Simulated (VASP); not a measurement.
# Ti (Im-3m) in VASP: a series of runs

Runs on Ti. Level: PBEsol. Tasks: single point.

All numbers are computed with VASP 6.6.1; they aren't measurements. Logs are shortened: lines on timing, memory, paths and dates and some standing lists are left out, and cuts for length are marked.

### 1 The cell of the first run

The structure is cubic, space group Im-3m (No. 229). The conventional cell has a = 3.282 Å, b = 3.282 Å, c = 3.282 Å, α = 90.00°, β = 90.00°, γ = 90.00°. Ti (site symmetry m-3m) has 14 Ti at 2.84 to 3.28 Å within 3.7 Å.

### 2 Single point, PBEsol

INCAR

```
  PREC = Accurate
  ENCUT = 520
  EDIFF = 1E-6
  ISMEAR = 0
  SIGMA = 0.15
  LREAL = F
  LASPH = T
  NELM = 80
  ALGO = Normal
  ISIF = 2
  LWAVE = F
  LCHARG = T
  GGA = PS
  LELF = T
  LVHAR = T
  NBANDS = 12
```

KPOINTS

```
Automatic mesh
0
Gamma
  20 20 20
```

POSCAR

```
Ti
1.0
   -1.6410000000      1.6410000000      1.6410000000
    1.6410000000     -1.6410000000      1.6410000000
    1.6410000000      1.6410000000     -1.6410000000
Ti
1
Direct
    0.0000000000      0.0000000000      0.0000000000
```

Potentials or basis: VASP PAW PBE potentials, release 64 (Ti_sv).

Launch:

```bash
$ cat potpaw_PBE.64/Ti_sv/POTCAR > POTCAR
$ mpirun -np 1 vasp_std > vasp.out
```

OUTCAR:

```text
PREC = Accurate
   ENCUT = 520
   EDIFF = 1E-6
   ISMEAR = 0
   LREAL = F
   LASPH = T
   NELM = 80
   ISIF = 2
   GGA = PS

 ion  position               nearest neighbor table
   1  0.000  0.000  0.000-

  LATTYP: Found a body centered cubic cell.
 ALAT       =     3.2820000000

  Lattice vectors:

 A1 = (  -1.6410000000,   1.6410000000,   1.6410000000)
 A2 = (   1.6410000000,  -1.6410000000,   1.6410000000)
 A3 = (   1.6410000000,   1.6410000000,  -1.6410000000)

Analysis of symmetry for initial positions (statically):
=====================================================================
 Subroutine PRICEL returns:
 Original cell was already a primitive cell.

 Routine SETGRP: Setting up the symmetry group for a
 body centered cubic supercell.

 Subroutine GETGRP returns: Found 48 space group operations
 (whereof 48 operations were pure point group operations)
 out of a pool of 48 trial point group operations.

The static configuration has the point symmetry O_h .

Analysis of symmetry for dynamics (positions and initial velocities):
=====================================================================
 Subroutine PRICEL returns:
 Original cell was already a primitive cell.

 Routine SETGRP: Setting up the symmetry group for a
 body centered cubic supercell.

 Subroutine GETGRP returns: Found 48 space group operations
 (whereof 48 operations were pure point group operations)
 out of a pool of 48 trial point group operations.

The dynamic configuration has the point symmetry O_h .

 Subroutine INISYM returns: Found 48 space group operations
 (whereof 48 operations are pure point group operations),
 and found     1 'primitive' translations

----------------------------------------------------------------------------------------

                                     Primitive cell

  volume of cell :      17.6761

  direct lattice vectors                    reciprocal lattice vectors
    -1.641000000  1.641000000  1.641000000     0.000000000  0.304692261  0.304692261
     1.641000000 -1.641000000  1.641000000     0.304692261  0.000000000  0.304692261
     1.641000000  1.641000000 -1.641000000     0.304692261  0.304692261  0.000000000

  length of vectors
     2.842295375  2.842295375  2.842295375     0.430899928  0.430899928  0.430899928

  position of ions in fractional coordinates (direct lattice)
     0.000000000  0.000000000  0.000000000

  ion indices of the primitive-cell ions
   primitive index   ion index
                 1           1

----------------------------------------------------------------------------------------

 KPOINTS: Automatic mesh

Automatic generation of k-mesh.
 Grid dimensions read from file:
 generate k-points for:   20   20   20

 Generating k-lattice:

  Cartesian coordinates                     Fractional coordinates (reciprocal lattice)
     0.000000000  0.015234613  0.015234613     0.050000000  0.000000000  0.000000000
     0.015234613  0.000000000  0.015234613     0.000000000  0.050000000  0.000000000
     0.015234613  0.015234613  0.000000000     0.000000000  0.000000000  0.050000000

  Length of vectors
     0.021544996  0.021544996  0.021544996

  Shift w.r.t. Gamma in fractional coordinates (k-lattice)
     0.000000000  0.000000000  0.000000000

 Subroutine IBZKPT returns following result:
 ===========================================

 Found    256 irreducible k-points:

 Following reciprocal coordinates:
            Coordinates               Weight
  0.000000  0.000000  0.000000      1.000000
  0.050000  0.000000  0.000000     12.000000
  0.100000  0.000000  0.000000     12.000000
  0.150000  0.000000  0.000000     12.000000
  0.200000  0.000000  0.000000     12.000000
  0.250000  0.000000  0.000000     12.000000
[... 16 lines left out ...]
  0.200000  0.100000  0.000000     48.000000
  0.250000  0.100000  0.000000     48.000000
 [... further k-points ...]
   k-points           NKPTS =    256   k-points in BZ     NKDIM =    256   number of bands    NBANDS=     12
   number of dos      NEDOS =    301   number of ions     NIONS =      1
   total plane-waves  NPLWV =  13824
   dimension x,y,z NGX =    24 NGY =   24 NGZ =   24
   dimension x,y,z NGXF=    48 NGYF=   48 NGZF=   48
   ions per type =               1
   NGX,Y,Z   is equivalent  to a cutoff of  14.04, 14.04, 14.04 a.u.
   NGXF,Y,Z  is equivalent  to a cutoff of  28.08, 28.08, 28.08 a.u.
 SYSTEM =  unknown system
   PREC   = accura    normal or accurate (medium, high low for compatibility)
   ISTART =      0    job   : 0-new  1-cont  2-samecut
   ICHARG =      2    charge: 1-file 2-atom 10-const
   ISPIN  =      1    spin polarized calculation?
   LNONCOLLINEAR =      F non collinear calculations
   LSORBIT =      F    spin-orbit coupling
   LASPH  =      T    aspherical Exc in radial PAW
   ENCUT  =  520.0 eV  38.22 Ry    6.18 a.u.   5.28  5.28  5.28*2*pi/ulx,y,z
   NELM   =     80;   NELMIN=  2; NELMDL= -5     # of ELM steps
   EDIFF  = 0.1E-05   stopping-criterion for ELM
   LREAL  =      F    real-space projection
   EDIFFG = 0.1E-04   stopping-criterion for IOM
   NSW    =      0    number of steps for IOM
   IBRION =     -1    ionic relax: 0-MD 1-quasi-New 2-CG
   NFREE  =      0    steps in history (QN), initial steepest desc. (CG)
   ISIF   =      2    stress and relaxation
   ISYM   =      2    0-nonsym 1-usesym 2-fastsym
   POTIM  = 0.5000    time-step for ionic-motion
   TEBEG  =    0.0;   TEEND  =   0.0 temperature during run
   PSTRESS=    0.0 pullay stress
   NELECT =      12.0000    total number of electrons
   NUPDOWN=      -1.0000    fix difference up-down
   EMIN   =  10.00;   EMAX   =-10.00  energy-range for DOS
   EFERMI =   0.00;   METHOD = LEGACY
   ISMEAR =     0;   SIGMA  =   0.15  broadening in eV -4-tet -1-fermi 0-gaus
   EFERMI_NEDOS =   21; number of points for ismear=-14 and -15
   IALGO  =     38    algorithm
   IMIX   =      4    mixing-type and parameters
     AMIX     =   0.40;   BMIX     =  1.00
     AMIX_MAG =   1.60;   BMIX_MAG =  1.00
  volume/ion in A,a.u.               =      17.68       119.28
  Fermi-wavevector in a.u.,A,eV,Ry     =   1.438821  2.718977 28.166848  2.070205
  Thomas-Fermi vector in A             =   2.557745
   LORBIT       =      0    0 simple, 1 ext, 2 COOP (PROOUT), +10 PAW based schemes
   GGA     = PS    functional components
   LHFCALC =     F    Hartree Fock is set to
   AEXX    =    0.0000 exact exchange contribution
   IVDW    =     0    specifies the selected vdW correction
   LEPSILON=     F    determine dielectric tensor
   LRPA    =     F    only Hartree local field effects (RPA)
 non-spin polarized calculation
 Gauss-broadening in eV      SIGMA  =   0.15
  energy-cutoff  :      520.00
  volume of cell :       17.68
 maximum number of plane-waves:       490
 NGX is ok and might be reduce to    24
   NGX = 11   NGY = 11   NGZ = 11

 number of electron      12.0000001 magnetization

 Free energy of the ion-electron system (eV)
  ---------------------------------------------------
  ext. energy  EPLUGINS =         0.00000000
  ---------------------------------------------------
  free energy    TOTEN  =        -8.22186985 eV

  energy without entropy =       -8.19480317  energy(sigma->0) =       -8.20833651

 E-fermi :   7.7762     XC(G=0): -11.5483

 val. band max:        7.7746860642   @ k =   0.3000   0.2000   0.0000
 cond. band min:       7.7766570017   @ k =   0.2000   0.1500   0.0000
 fundamental gap:      0.0019709375
 Fermi energy:         7.7761710948

 k-point     1 :       0.0000    0.0000    0.0000
  band No.  band energies     occupation
      1     -48.5553      2.00000
      2     -24.5257      2.00000
      3     -24.5257      2.00000
      4     -24.5257      2.00000
      5       1.8626      2.00000
      6       8.7447      0.00000
      7       8.7447      0.00000
      8       8.7447      0.00000
      9      10.4786      0.00000
     10      10.4786      0.00000
     11      25.0725      0.00000
     12      25.0725      0.00000

 k-point     2 :       0.0500    0.0000    0.0000
  band No.  band energies     occupation
      1     -48.5523      2.00000
      2     -24.5422      2.00000
      3     -24.5308      2.00000
      4     -24.5258      2.00000
      5       1.9472      2.00000
      6       8.7062      0.00000
      7       8.7349      0.00000
      8       8.8059      0.00000
      9      10.4327      0.00000
     10      10.4808      0.00000
     11      24.9362      0.00000
     12      25.0654      0.00000

 k-point     3 :       0.1000    0.0000    0.0000
  band No.  band energies     occupation
      1     -48.5436      2.00000
      2     -24.5897      2.00000
      3     -24.5455      2.00000
      4     -24.5261      2.00000
      5       2.1965      2.00000
      6       8.5962      0.00000
      7       8.6937      0.00000
      8       8.9867      0.00000
      9      10.3211      0.00000
     10      10.4887      0.00000
     11      24.5065      0.00000
     12      24.9846      0.00000
[... 286 lines left out ...]
 k-point    23 :       0.2000    0.1000    0.0000
  band No.  band energies     occupation
      1     -48.4873      2.00000
      2     -24.8732      2.00000
      3     -24.6302      2.00000
      4     -24.5484      2.00000
      5       3.9336      2.00000
      6       7.9883      0.04555
      7       8.0846      0.00364
      8      10.0635      0.00000
      9      10.3610      0.00000
     10      10.6867      0.00000
     11      21.4411      0.00000
     12      22.7958      0.00000

 k-point    24 :       0.2500    0.1000    0.0000
  band No.  band energies     occupation
      1     -48.4689      2.00000
      2     -24.9599      2.00000
      3     -24.6664      2.00000
      4     -24.5500      2.00000
      5       4.5402      2.00000
      6       7.7833      0.94663
      7       7.9468      0.10774
      8      10.1474      0.00000
      9      10.7296      0.00000
     10      10.8928      0.00000
     11      20.0661      0.00000
     12      22.1441      0.00000

 [... further k-points ...]
[... 5 lines left out ...]
  --------------------------------------------------------------------------------------
  -------------------------------------------------------------------------------------
  Total       -0.7535345     -0.7535345     -0.7535345      0.0000000      0.0000000     -0.0000000
  in kB      -68.3011499    -68.3011499    -68.3011499      0.0000000      0.0000000     -0.0000000
  external PRESSURE =     -68.3011499 kB  Pullay stress =       0.0000000 kB

 VOLUME and BASIS-vectors are now :
 -----------------------------------------------------------------------------
  energy-cutoff  :      520.00
  volume of cell :       17.68
      direct lattice vectors                 reciprocal lattice vectors
    -1.641000000  1.641000000  1.641000000     0.000000000  0.304692261  0.304692261
     1.641000000 -1.641000000  1.641000000     0.304692261  0.000000000  0.304692261
     1.641000000  1.641000000 -1.641000000     0.304692261  0.304692261  0.000000000

 POSITION                                       TOTAL-FORCE (eV/Angst)
 -----------------------------------------------------------------------------------
      0.00000      0.00000      0.00000        -0.000000     -0.000000     -0.000000
 -----------------------------------------------------------------------------------
    total drift:                               -0.000000      0.000000      0.000000

  FREE ENERGIE OF THE ION-ELECTRON SYSTEM (eV)
  ---------------------------------------------------
  free  energy   TOTEN  =        -8.2218698490 eV

  energy  without entropy=       -8.1948031739  energy(sigma->0) =       -8.20833651
```

Run time: 27 s. Hardware: 1 thread of Intel Xeon Platinum 8259CL at 2.50GHz (Skylake/Cascade Lake), shared host; peak memory 0.18 GiB.

What came out:

* Free energy: -8.2219 eV
* Pressure: -6.8 GPa
* Band gap on the k mesh: zero (band 6 reaches 8.74 eV, above the bottom of band 7 at 7.13 eV)

Caveat: the PAW data sets were made with another functional, which shifts forces and pressure a little.

(Continued in part 2 of 3.)
